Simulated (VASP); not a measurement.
# Ag (Fm-3m) in VASP: further runs

The runs below take Ag through single point, with r2SCAN, r2SCAN+D3(BJ)+U.

Program: VASP 6.6.1. These are calculated values, not measurements. Logs are shortened: lines on timing, memory, paths and dates and some standing lists are left out, and cuts for length are marked.

**1. The cell of the first run**

Symmetry: Fm-3m, No. 225, cubic system. The conventional cell has a = 4.089 Å, b = 4.089 Å, c = 4.089 Å, α = 90.00°, β = 90.00°, γ = 90.00°. Ag (site symmetry m-3m) has 12 Ag at 2.89 Å within 3.8 Å.

**2. Single point, r2SCAN**

POSCAR

```
Ag
1.0
    0.0000000000      2.0445542600      2.0445542600
    2.0445542600      0.0000000000      2.0445542600
    2.0445542600      2.0445542600      0.0000000000
Ag
1
Direct
    0.0000000000      0.0000000000      0.0000000000
```

INCAR.step1

```
SYSTEM = Ag
ALGO = Normal
EDIFF = 1E-5
ENCUT = 550
GGA = PE
GGA_COMPAT = .FALSE.
ISMEAR = -1
LASPH = .TRUE.
LCHARG = .FALSE.
LREAL = .FALSE.
LWAVE = .TRUE.
NBANDS = 12
NELM = 120
PREC = Accurate
SIGMA = 0.1
```

INCAR.step2

```
SYSTEM = Ag
ALGO = Normal
EDIFF = 1E-6
ENCUT = 550
GGA_COMPAT = .FALSE.
ISIF = 2
ISMEAR = -1
ISTART = 1
LASPH = .TRUE.
LCHARG = .FALSE.
LMIXTAU = .TRUE.
LREAL = .FALSE.
LWAVE = .FALSE.
METAGGA = R2SCAN
NBANDS = 12
NELM = 120
PREC = Accurate
SIGMA = 0.1
```

KPOINTS

```
k-points
0
G
  7 7 7
  0 0 0
```

Potentials or basis: VASP PAW PBE potentials, release 64 (Ag).

Launch:

```sh
$ cat potpaw_PBE.64/Ag/POTCAR > POTCAR
$ cp INCAR.step1 INCAR
$ mpirun -np 1 vasp_std > vasp.out
$ cp INCAR.step2 INCAR
$ mpirun -np 1 vasp_std > vasp.out
```

OUTCAR:

```text
SYSTEM = Ag
   EDIFF = 1E-6
   ENCUT = 550
   ISIF = 2
   ISMEAR = -1
   ISTART = 1
   LASPH = .TRUE.
   LREAL = .FALSE.
   METAGGA = R2SCAN
   NELM = 120
   PREC = Accurate

 ion  position               nearest neighbor table
   1  0.000  0.000  0.000-

  LATTYP: Found a face centered cubic cell.
 ALAT       =     4.0891085200

  Lattice vectors:

 A1 = (   0.0000000000,   2.0445542600,   2.0445542600)
 A2 = (   2.0445542600,   0.0000000000,   2.0445542600)
 A3 = (   2.0445542600,   2.0445542600,   0.0000000000)

Analysis of symmetry for initial positions (statically):
=====================================================================
 Subroutine PRICEL returns:
 Original cell was already a primitive cell.

 Routine SETGRP: Setting up the symmetry group for a
 face centered cubic supercell.

 Subroutine GETGRP returns: Found 48 space group operations
 (whereof 48 operations were pure point group operations)
 out of a pool of 48 trial point group operations.

The static configuration has the point symmetry O_h .

Analysis of symmetry for dynamics (positions and initial velocities):
=====================================================================
 Subroutine PRICEL returns:
 Original cell was already a primitive cell.

 Routine SETGRP: Setting up the symmetry group for a
 face centered cubic supercell.

 Subroutine GETGRP returns: Found 48 space group operations
 (whereof 48 operations were pure point group operations)
 out of a pool of 48 trial point group operations.

The dynamic configuration has the point symmetry O_h .

 Subroutine INISYM returns: Found 48 space group operations
 (whereof 48 operations are pure point group operations),
 and found     1 'primitive' translations

----------------------------------------------------------------------------------------

                                     Primitive cell

  volume of cell :      17.0933

  direct lattice vectors                    reciprocal lattice vectors
     0.000000000  2.044554260  2.044554260    -0.244552081  0.244552081  0.244552081
     2.044554260  0.000000000  2.044554260     0.244552081 -0.244552081  0.244552081
     2.044554260  2.044554260  0.000000000     0.244552081  0.244552081 -0.244552081

  length of vectors
     2.891436363  2.891436363  2.891436363     0.423576630  0.423576630  0.423576630

  position of ions in fractional coordinates (direct lattice)
     0.000000000  0.000000000  0.000000000

  ion indices of the primitive-cell ions
   primitive index   ion index
                 1           1

----------------------------------------------------------------------------------------

 KPOINTS: k-points

Automatic generation of k-mesh.
 Grid dimensions read from file:
 generate k-points for:    7    7    7

 Generating k-lattice:

  Cartesian coordinates                     Fractional coordinates (reciprocal lattice)
    -0.034936012  0.034936012  0.034936012     0.142857143  0.000000000  0.000000000
     0.034936012 -0.034936012  0.034936012     0.000000000  0.142857143  0.000000000
     0.034936012  0.034936012 -0.034936012     0.000000000  0.000000000  0.142857143

  Length of vectors
     0.060510947  0.060510947  0.060510947

  Shift w.r.t. Gamma in fractional coordinates (k-lattice)
     0.000000000  0.000000000  0.000000000

 Subroutine IBZKPT returns following result:
 ===========================================

 Found     20 irreducible k-points:

 Following reciprocal coordinates:
            Coordinates               Weight
  0.000000  0.000000  0.000000      1.000000
  0.142857  0.000000  0.000000      8.000000
  0.285714  0.000000  0.000000      8.000000
  0.428571  0.000000  0.000000      8.000000
  0.142857  0.142857  0.000000      6.000000
  0.285714  0.142857  0.000000     24.000000
[... 12 lines left out ...]
 -0.428571  0.428571  0.142857     24.000000
 -0.285714  0.428571  0.142857     24.000000
   k-points           NKPTS =     20   k-points in BZ     NKDIM =     20   number of bands    NBANDS=     12
   number of dos      NEDOS =    301   number of ions     NIONS =      1
   total plane-waves  NPLWV =  13824
   dimension x,y,z NGX =    24 NGY =   24 NGZ =   24
   dimension x,y,z NGXF=    48 NGYF=   48 NGZF=   48
   ions per type =               1
   NGX,Y,Z   is equivalent  to a cutoff of  13.80, 13.80, 13.80 a.u.
   NGXF,Y,Z  is equivalent  to a cutoff of  27.60, 27.60, 27.60 a.u.
 SYSTEM =  Ag
   PREC   = accura    normal or accurate (medium, high low for compatibility)
   ISTART =      1    job   : 0-new  1-cont  2-samecut
   ICHARG =      0    charge: 1-file 2-atom 10-const
   ISPIN  =      1    spin polarized calculation?
   LNONCOLLINEAR =      F non collinear calculations
   LSORBIT =      F    spin-orbit coupling
   LASPH  =      T    aspherical Exc in radial PAW
   ENCUT  =  550.0 eV  40.42 Ry    6.36 a.u.   5.53  5.53  5.53*2*pi/ulx,y,z
   NELM   =    120;   NELMIN=  2; NELMDL=  0     # of ELM steps
   EDIFF  = 0.1E-05   stopping-criterion for ELM
   LREAL  =      F    real-space projection
   EDIFFG = 0.1E-04   stopping-criterion for IOM
   NSW    =      0    number of steps for IOM
   IBRION =     -1    ionic relax: 0-MD 1-quasi-New 2-CG
   NFREE  =      0    steps in history (QN), initial steepest desc. (CG)
   ISIF   =      2    stress and relaxation
   ISYM   =      2    0-nonsym 1-usesym 2-fastsym
   POTIM  = 0.5000    time-step for ionic-motion
   TEBEG  =    0.0;   TEEND  =   0.0 temperature during run
   PSTRESS=    0.0 pullay stress
   NELECT =      11.0000    total number of electrons
   NUPDOWN=      -1.0000    fix difference up-down
   EMIN   =  10.00;   EMAX   =-10.00  energy-range for DOS
   EFERMI =   0.00;   METHOD = LEGACY
   ISMEAR =    -1;   SIGMA  =   0.10  broadening in eV -4-tet -1-fermi 0-gaus
   EFERMI_NEDOS =   21; number of points for ismear=-14 and -15
   IALGO  =     38    algorithm
   IMIX   =      4    mixing-type and parameters
     AMIX     =   0.40;   BMIX     =  1.00
     AMIX_MAG =   1.60;   BMIX_MAG =  1.00
  volume/ion in A,a.u.               =      17.09       115.35
  Fermi-wavevector in a.u.,A,eV,Ry     =   1.413396  2.670931 27.180186  1.997687
  Thomas-Fermi vector in A             =   2.535046
   LORBIT       =      0    0 simple, 1 ext, 2 COOP (PROOUT), +10 PAW based schemes
   METAGGA = R2SCAN    functional components
   LHFCALC =     F    Hartree Fock is set to
   AEXX    =    0.0000 exact exchange contribution
   IVDW    =     0    specifies the selected vdW correction
   LEPSILON=     F    determine dielectric tensor
   LRPA    =     F    only Hartree local field effects (RPA)
 non-spin polarized calculation
  energy-cutoff  :      550.00
  volume of cell :       17.09
 maximum number of plane-waves:       531
 NGX is ok and might be reduce to    24
   NGX = 11   NGY = 11   NGZ = 11

 number of electron      10.9999999 magnetization

 Free energy of the ion-electron system (eV)
  ---------------------------------------------------
  ext. energy  EPLUGINS =         0.00000000
  ---------------------------------------------------
  free energy    TOTEN  =       -21.41086434 eV

  energy without entropy =      -21.40766171  energy(sigma->0) =      -21.40926302

 E-fermi :   8.8232     XC(G=0): -12.9502

 val. band max:        7.7205959588   @ k =   0.4286   0.2857   0.0000
 cond. band min:       8.8745029575   @ k =   0.4286   0.4286   0.0000
 fundamental gap:      1.1539069987
 Fermi energy:         8.8231892794

 k-point     1 :       0.0000    0.0000    0.0000
  band No.  band energies     occupation
      1       0.4563      2.00000
      2       3.2663      2.00000
      3       3.2663      2.00000
      4       3.2663      2.00000
      5       4.3051      2.00000
      6       4.3051      2.00000
      7      25.0332      0.00000
      8      28.7567      0.00000
      9      28.7567      0.00000
     10      28.7567      0.00000
     11      33.7327      0.00000
     12      34.7440      0.00000

 k-point     2 :       0.1429    0.0000    0.0000
  band No.  band energies     occupation
      1       1.0743      2.00000
      2       3.1722      2.00000
      3       3.4132      2.00000
      4       3.4132      2.00000
      5       4.2708      2.00000
      6       4.2708      2.00000
      7      24.0118      0.00000
      8      26.0625      0.00000
      9      28.9228      0.00000
     10      28.9228      0.00000
     11      32.4691      0.00000
     12      33.9293      0.00000

 k-point     3 :       0.2857    0.0000    0.0000
  band No.  band energies     occupation
      1       1.8528      2.00000
      2       3.4352      2.00000
      3       3.4352      2.00000
      4       4.1025      2.00000
      5       4.5585      2.00000
      6       4.5585      2.00000
      7      18.5034      0.00000
      8      25.4068      0.00000
      9      28.4907      0.00000
     10      28.4907      0.00000
     11      32.2689      0.00000
     12      32.2689      0.00000

 k-point     4 :       0.4286    0.0000    0.0000
  band No.  band energies     occupation
      1       1.7156      2.00000
      2       3.2670      2.00000
      3       3.2670      2.00000
      4       5.0399      2.00000
      5       5.0399      2.00000
      6       7.0940      2.00000
      7      13.3368      0.00000
      8      24.4382      0.00000
      9      27.2102      0.00000
     10      27.2102      0.00000
     11      31.9652      0.00000
     12      31.9652      0.00000

 k-point     5 :       0.1429    0.1429    0.0000
  band No.  band energies     occupation
      1       1.2862      2.00000
      2       2.9490      2.00000
      3       3.5771      2.00000
      4       3.5771      2.00000
      5       4.0346      2.00000
      6       4.4446      2.00000
      7      25.2734      0.00000
      8      26.6326      0.00000
      9      26.6326      0.00000
     10      26.6623      0.00000
     11      32.5208      0.00000
     12      34.6777      0.00000
[... 168 lines left out ...]
      1       2.5592      2.00000
      2       2.6961      2.00000
      3       3.2893      2.00000
      4       4.3778      2.00000
      5       4.4604      2.00000
      6       6.6540      2.00000
      7      19.6269      0.00000
      8      19.8439      0.00000
      9      23.7628      0.00000
     10      28.9121      0.00000
     11      30.2080      0.00000
     12      34.1444      0.00000

 k-point    18 :      -0.4286    0.2857    0.1429
  band No.  band energies     occupation
      1       2.4786      2.00000
      2       2.7854      2.00000
      3       3.4069      2.00000
      4       4.1166      2.00000
      5       4.9744      2.00000
      6       9.8418      0.00008
      7      14.4532      0.00000
      8      19.8460      0.00000
      9      21.3746      0.00000
     10      28.3846      0.00000
     11      32.0718      0.00000
     12      36.3726      0.00000

 k-point    19 :      -0.4286    0.4286    0.1429
  band No.  band energies     occupation
      1       2.1307      2.00000
      2       2.2084      2.00000
      3       3.9928      2.00000
      4       4.7230      2.00000
      5       5.1955      2.00000
      6      10.5228      0.00000
      7      17.0973      0.00000
      8      17.6341      0.00000
      9      18.1926      0.00000
     10      28.5470      0.00000
     11      29.9784      0.00000
     12      35.7728      0.00000

 k-point    20 :      -0.2857    0.4286    0.1429
  band No.  band energies     occupation
      1       2.3659      2.00000
      2       2.7445      2.00000
      3       3.3528      2.00000
      4       4.3428      2.00000
      5       5.1887      2.00000
      6      13.3714      0.00000
      7      14.0283      0.00000
      8      16.0330      0.00000
      9      19.1378      0.00000
     10      29.1717      0.00000
     11      33.4285      0.00000
     12      34.8700      0.00000

------------------------ aborting loop because EDIFF is reached ----------------------------------------

  FORCE on cell =-STRESS in cart. coord.  units (eV):
  Direction    XX          YY          ZZ          XY          YZ          ZX
  --------------------------------------------------------------------------------------
  -------------------------------------------------------------------------------------
  Total        0.0933210      0.0933210      0.0933210      0.0000000      0.0000000     -0.0000000
  in kB        8.7471001      8.7471001      8.7471001      0.0000000      0.0000000     -0.0000000
  external PRESSURE =       8.7471001 kB  Pullay stress =       0.0000000 kB

 VOLUME and BASIS-vectors are now :
 -----------------------------------------------------------------------------
  energy-cutoff  :      550.00
  volume of cell :       17.09
      direct lattice vectors                 reciprocal lattice vectors
     0.000000000  2.044554260  2.044554260    -0.244552081  0.244552081  0.244552081
     2.044554260  0.000000000  2.044554260     0.244552081 -0.244552081  0.244552081
     2.044554260  2.044554260  0.000000000     0.244552081  0.244552081 -0.244552081

 POSITION                                       TOTAL-FORCE (eV/Angst)
 -----------------------------------------------------------------------------------
      0.00000      0.00000      0.00000         0.000000     -0.000000     -0.000000
 -----------------------------------------------------------------------------------
    total drift:                               -0.000000      0.000000      0.000000

  FREE ENERGIE OF THE ION-ELECTRON SYSTEM (eV)
  ---------------------------------------------------
  free  energy   TOTEN  =       -21.4108643359 eV

  energy  without entropy=      -21.4076617082  energy(sigma->0) =      -21.40926302
```

It took 38 s on 1 thread of Intel Xeon Platinum 8259CL at 2.50GHz (Skylake/Cascade Lake), shared host; peak memory 0.14 GiB.

What came out:

```
Free energy            : -21.4109 eV
Pressure               : 0.9 GPa
Band gap on the k mesh : zero (an odd number of electrons rules out a gap without spin polarisation)
```

Caveat: the k points lie up to 0.38 Å⁻¹ apart, too coarse for converged energies and pressures of a metal; the PAW data sets were made with another functional, which shifts forces and pressure a little.

(Part 1 of 2 ends here.)
